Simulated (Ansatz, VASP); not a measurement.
# B in VASP and in Ansatz

```
B
1.0
     0.82259   -1.61251    0.00000
     0.82259    1.61251    0.00000
     0.00000    0.00000    4.43293
B
1
Direct
  0.50000 0.50000 0.50000
```

Alike in both runs: task relaxation of cell and atoms; functional PBE; k mesh 36 × 36 × 12; occupations gaussian, width 0.1 eV; no spin polarisation.

|  | VASP | Ansatz |
| --- | --- | --- |
| version | VASP 6.6.1 | Ansatz 0.2.0 |
| potentials or method | VASP PAW PBE potentials, release 64 (B), cutoff 600 eV | scalar-relativistic, plane waves, PAW |
| valence electrons in the cell | 3 | 3 |

|  | VASP | Ansatz | Ansatz less VASP |
| --- | --- | --- | --- |
| gap on the k mesh at the Fermi level, each at its own relaxed structure (eV) | none | none | - |
| relaxed volume (Å³/atom) | 10.15 | 10.21 | +0.052 |
| relaxed length of the cell vector where the two differ most in proportion (Å) | 4.000 | 4.021 | +0.0205 |

A gap of «none» marks a metal or a gap that the smearing closes.
